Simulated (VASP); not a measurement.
# C (P-3m1) in VASP: further runs, part 2 of 2

VASP 6.6.1. Earlier steps stand in the parts before.

### Step 3. Single point, PBE+D3(BJ)

This run uses another cell than the first one, of 9.03 Å³/atom, 1.042 times its volume.

Contents of INCAR:

```
PREC     = Accurate       # precision mode
ENCUT    = 520            # plane-wave cutoff, eV
EDIFF    = 1E-7           # SCF threshold, eV
ISMEAR   = 0              # smearing method
SIGMA    = 0.15           # smearing width, eV
LREAL    = False          # projectors in reciprocal space
LASPH    = True           # aspherical terms in the spheres
NELM     = 60             # most SCF steps
ALGO     = Normal         # electronic algorithm
ISIF     = 2              # what is computed and relaxed
LWAVE    = False          # write WAVECAR
LCHARG   = False          # write CHGCAR
GGA      = PE             # functional
IVDW     = 12             # dispersion correction
NBANDS   = 26             # bands
```

Contents of KPOINTS:

```
Automatic mesh
0
Gamma
  22 22 4
```

Contents of POSCAR:

```
C
1.0
   -1.2324898335     -2.1347350114      0.0000000000
    1.2324898335     -2.1347350114      0.0000000000
    0.0000000000      0.0000000000     13.7268657407
C
8
Direct
    1.0000000000      1.0000000000      0.8590150077
    1.0000000000      1.0000000000      0.3681212379
    0.0000000000      0.0000000000      0.1226743531
    0.0000000000      0.0000000000      0.6135681228
    0.6666666667      0.6666666667      0.8590150077
    0.6666666667      0.6666666667      0.3681212379
    0.3333333333      0.3333333333      0.1226743531
    0.3333333333      0.3333333333      0.6135681228
```

Potentials or basis: VASP PAW PBE potentials, release 64 (C).

Started as:

```console
cat potpaw_PBE.64/C/POTCAR > POTCAR
mpirun -np 1 vasp_std > vasp.out
```

OUTCAR:

```text
PREC = Accurate
   ENCUT = 520
   EDIFF = 1E-7
   ISMEAR = 0
   LREAL = False
   LASPH = True
   NELM = 60
   ISIF = 2
   GGA = PE
   IVDW = 12
 IVDW          = 12

 ion  position               nearest neighbor table
   1  0.000  0.000  0.859-   5 1.42   5 1.42   5 1.42
   2  0.000  0.000  0.368-   6 1.42   6 1.42   6 1.42
   3  0.000  0.000  0.123-   7 1.42   7 1.42   7 1.42
   4  0.000  0.000  0.614-   8 1.42   8 1.42   8 1.42
   5  0.667  0.667  0.859-   1 1.42   1 1.42   1 1.42
   6  0.667  0.667  0.368-   2 1.42   2 1.42   2 1.42
   7  0.333  0.333  0.123-   3 1.42   3 1.42   3 1.42
   8  0.333  0.333  0.614-   4 1.42   4 1.42   4 1.42

  LATTYP: Found a hexagonal cell.
 ALAT       =     2.4649796670
 C/A-ratio  =     5.5687541462

  Lattice vectors:

 A1 = (  -1.2324898335,   2.1347350114,   0.0000000000)
 A2 = (  -1.2324898335,  -2.1347350114,   0.0000000000)
 A3 = (   0.0000000000,   0.0000000000,  13.7268657407)

Analysis of symmetry for initial positions (statically):
=====================================================================
 Subroutine PRICEL returns:
 Original cell was already a primitive cell.

 Routine SETGRP: Setting up the symmetry group for a
 hexagonal supercell.

 Subroutine GETGRP returns: Found 12 space group operations
 (whereof  6 operations were pure point group operations)
 out of a pool of 24 trial point group operations.

The static configuration has the point symmetry C_3v.
 The point group associated with its full space group is D_3d.

Analysis of symmetry for dynamics (positions and initial velocities):
=====================================================================
 Subroutine PRICEL returns:
[... 141 lines left out ...]
     AMIX     =   0.40;   BMIX     =  1.00
     AMIX_MAG =   1.60;   BMIX_MAG =  1.00
  volume/ion in A,a.u.               =       9.03        60.93
  Fermi-wavevector in a.u.,A,eV,Ry     =   1.248002  2.358382 21.191194  1.557509
  Thomas-Fermi vector in A             =   2.382108
   LORBIT       =      0    0 simple, 1 ext, 2 COOP (PROOUT), +10 PAW based schemes
   GGA     = PE    functional components
   LHFCALC =     F    Hartree Fock is set to
   AEXX    =    0.0000 exact exchange contribution
   IVDW    =    12    specifies the selected vdW correction
   LEPSILON=     F    determine dielectric tensor
   LRPA    =     F    only Hartree local field effects (RPA)
 non-spin polarized calculation
 Gauss-broadening in eV      SIGMA  =   0.15
  energy-cutoff  :      520.00
  volume of cell :       72.23
 maximum number of plane-waves:      1977
   NGX =  9   NGY =  9   NGZ = 51

 number of electron      31.9999988 magnetization

 Free energy of the ion-electron system (eV)
  ---------------------------------------------------
  ext. energy  EPLUGINS =         0.00000000
  ---------------------------------------------------
  free energy    TOTEN  =       -73.71529648 eV

  energy without entropy =      -73.71482455  energy(sigma->0) =      -73.71506051

 E-fermi :   4.5114     XC(G=0): -10.1643

 val. band max:        4.3413608988   @ k =  -0.3636   0.3182   0.0000
 cond. band min:       4.6839208013   @ k =  -0.3636   0.3182   0.0000
 fundamental gap:      0.3425599025
 Fermi energy:         4.5113756141

 k-point     1 :       0.0000    0.0000    0.0000
  band No.  band energies     occupation
      1     -15.1557      2.00000
      2     -15.0444      2.00000
      3     -15.0085      2.00000
      4     -14.8934      2.00000
      5      -3.9550      2.00000
      6      -3.2243      2.00000
[... 685 lines left out ...]
     25      13.5001      0.00000
     26      13.5384      0.00000

 [... further k-points ...]

------------------------ aborting loop because EDIFF is reached ----------------------------------------

 Edisp (eV)   -1.21855

 E8    (eV) :    -0.3444

  FORCE on cell =-STRESS in cart. coord.  units (eV):
  Direction    XX          YY          ZZ          XY          YZ          ZX
  --------------------------------------------------------------------------------------
  -------------------------------------------------------------------------------------
  Total       0.32091     0.32091    -0.19105     0.00000    -0.00000     0.00000
  in kB       7.11815     7.11815    -4.23770     0.00000    -0.00000     0.00000
  external pressure =        3.33 kB  Pullay stress =        0.00 kB

 VOLUME and BASIS-vectors are now :
 -----------------------------------------------------------------------------
  energy-cutoff  :      520.00
  volume of cell :       72.23
      direct lattice vectors                 reciprocal lattice vectors
    -1.232489834 -2.134735011  0.000000000    -0.405682860 -0.234221108  0.000000000
     1.232489834 -2.134735011  0.000000000     0.405682860 -0.234221108  0.000000000
     0.000000000  0.000000000 13.726865741     0.000000000  0.000000000  0.072849842

 POSITION                                       TOTAL-FORCE (eV/Angst)
 -----------------------------------------------------------------------------------
      0.00000      0.00000     11.79158         0.000000     -0.000000      0.022500
      0.00000      0.00000      5.05315        -0.000000      0.000000      0.000279
      0.00000      0.00000      1.68393         0.000000      0.000000     -0.022500
      0.00000      0.00000      8.42237        -0.000000      0.000000     -0.000279
      0.00000     -2.84631     11.79158         0.000000      0.000000      0.029941
      0.00000     -2.84631      5.05315         0.000000     -0.000000      0.000473
      0.00000     -1.42316      1.68393        -0.000000     -0.000000     -0.029941
      0.00000     -1.42316      8.42237        -0.000000     -0.000000     -0.000473
 -----------------------------------------------------------------------------------
    total drift:                               -0.000000     -0.000000     -0.000008

  FREE ENERGIE OF THE ION-ELECTRON SYSTEM (eV)
  ---------------------------------------------------
  free  energy   TOTEN  =       -74.9338479639 eV

  energy  without entropy=      -74.9333760387  energy(sigma->0) =      -74.93361200
```

OSZICAR:

```text
N       E                     dE             d eps       ncg     rms          rms(c)
DAV:   1     0.105015153521E+03    0.10502E+03   -0.16019E+04 10208   0.114E+03
DAV:   2    -0.701011934379E+02   -0.17512E+03   -0.16307E+03 13684   0.241E+02
DAV:   3    -0.783669827623E+02   -0.82658E+01   -0.81907E+01 13344   0.494E+01
DAV:   4    -0.784752116116E+02   -0.10823E+00   -0.10808E+00 12994   0.659E+00
DAV:   5    -0.784778279476E+02   -0.26163E-02   -0.26152E-02 12874   0.984E-01    0.126E+01
DAV:   6    -0.748551499205E+02    0.36227E+01   -0.32580E+00 11484   0.857E+00    0.739E+00
DAV:   7    -0.737044946312E+02    0.11507E+01   -0.39743E+00 11928   0.956E+00    0.201E+00
DAV:   8    -0.737159505564E+02   -0.11456E-01   -0.14992E-01 11842   0.185E+00    0.323E-01
DAV:   9    -0.737148769832E+02    0.10736E-02   -0.36499E-03 13390   0.326E-01    0.113E-01
DAV:  10    -0.737152744649E+02   -0.39748E-03   -0.76445E-04 12408   0.153E-01    0.640E-02
DAV:  11    -0.737152958637E+02   -0.21399E-04   -0.30930E-05 13114   0.346E-02    0.126E-02
DAV:  12    -0.737152961934E+02   -0.32970E-06   -0.32714E-06 13982   0.153E-02    0.235E-03
DAV:  13    -0.737152965822E+02   -0.38874E-06   -0.12521E-06 12310   0.870E-03    0.130E-03
DAV:  14    -0.737152964248E+02    0.15741E-06   -0.16558E-07 10508   0.262E-03    0.156E-03
DAV:  15    -0.737152964770E+02   -0.52255E-07   -0.21029E-08  8222   0.912E-04
   1 F= -.74933848E+02 E0= -.74933612E+02  d E =-.471925E-03
```

stdout:

```text
POSCAR found type information on POSCAR C
 POSCAR found :  1 types and       8 ions
 scaLAPACK will be used
 LDA part: xc-table for (Slater+PW92), standard interpolation
 POSCAR, INCAR and KPOINTS ok, starting setup
 FFT: planning ... GRIDC
 FFT: planning ... GRID_SOFT
 FFT: planning ... GRID
 WAVECAR not read
 entering main loop
```

It took 2.9 min on 1 thread of Intel Xeon 6975P-C (Granite Rapids), shared host; peak memory 0.34 GiB.

What came out:

```
Free energy                : -74.9338 eV
Pressure                   : 0.3 GPa
Largest force              : 0.030 eV/Å
Band gap on the k mesh     : 0.34 eV
Dispersion energy per atom : -0.152 eV
```

Forces on the atoms (eV/Å):
```
C    0.000  0.000  0.022
C    0.000  0.000  0.000
C    0.000  0.000 -0.022
C    0.000  0.000  0.000
C    0.000  0.000  0.030
C    0.000  0.000  0.000
C    0.000  0.000 -0.030
C    0.000  0.000  0.000
```
